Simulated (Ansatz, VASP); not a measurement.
**Two plane-wave programs on SrC2**

```
Sr C
1.0
     2.61802    1.51151    2.12213
    -2.61802    1.51151    2.12213
     0.00000   -3.02303    2.12213
Sr C
1 2
Direct
  0.00000 0.00000 0.00000
  0.59156 0.59156 0.59156
  0.40844 0.40844 0.40844
```

Change from the starting cell: strain +0.040 along x and y, -0.080 along z, atoms carried along.

Alike in both runs: task single point; functional LDA; k mesh 9 × 9 × 9; occupations gaussian, width 0.05 eV; no spin polarisation.

```csv
,VASP,Ansatz
version,VASP 6.6.1,Ansatz 0.2.0
potentials or method,"VASP PAW LDA potentials, release 64 (Sr_sv, C), cutoff 520 eV","scalar-relativistic, plane waves, PAW"
valence electrons in the cell,18,18
```

|  | VASP | Ansatz | Ansatz less VASP |
| --- | --- | --- | --- |
| gap on the k mesh at the Fermi level (eV) | 1.65 | 1.69 | +0.044 |
| least direct gap on the mesh (eV) | 2.96 | 2.97 | +0.017 |
| pressure (GPa) | 10.4 | 9.8 | -0.54 |
| traceless stress, the component that is largest in VASP (GPa) | 32.77 | 31.98 | -0.789 |
| rms of the force components (eV/Å) | 4.212 | 4.125 | -0.0873 |

LDA's correlation is that of Perdew and Zunger in VASP and of Perdew and Wang (1992) in Ansatz. Atom by atom the forces differ by 0.087 eV/Å (rms over components).
